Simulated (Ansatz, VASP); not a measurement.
Be4Os: VASP beside Ansatz

```
CELL_PARAMETERS angstrom
-2.51108 2.51108 1.83891
2.51108 -2.51108 1.83891
2.51108 2.51108 -1.83891
ATOMIC_POSITIONS crystal
Be 0.19792 0.50000 0.69792
Be 0.50000 0.19792 0.69792
Be 0.50000 0.80208 0.30208
Be 0.80208 0.50000 0.30208
Os 0.00000 0.00000 0.00000
```

Change from the starting cell: species swapped into the Sn4Au type (Ccce, No. 68).

Alike in both runs: functional PBE; k mesh 12 × 12 × 12; occupations gaussian, width 0.1 eV; no spin polarisation.

Ansatz relaxed the structure, and its values are those at the end. VASP's run is a single point on that final structure, the one shown.

```csv
,VASP,Ansatz
version,VASP 6.6.1,Ansatz 0.2.0
potentials or method,"VASP PAW PBE potentials, release 64 (Be, Os), cutoff 520 eV","scalar-relativistic, plane waves, PAW"
valence electrons in the cell,16,24
```

```tsv
	VASP	Ansatz	Ansatz less VASP
gap on the k mesh at the Fermi level (eV)	none	none	-
pressure (GPa)	0.2	0.0	-0.23
rms of the force components (eV/Å)	0.003	0.001	-0.0023
```

A gap of «none» marks a metal or a gap that the smearing closes. VASP's potentials hold 16 valence electrons a cell and Ansatz's 24, so a difference there can come from the potentials and not from the codes.

Neither program's run includes spin-orbit coupling.
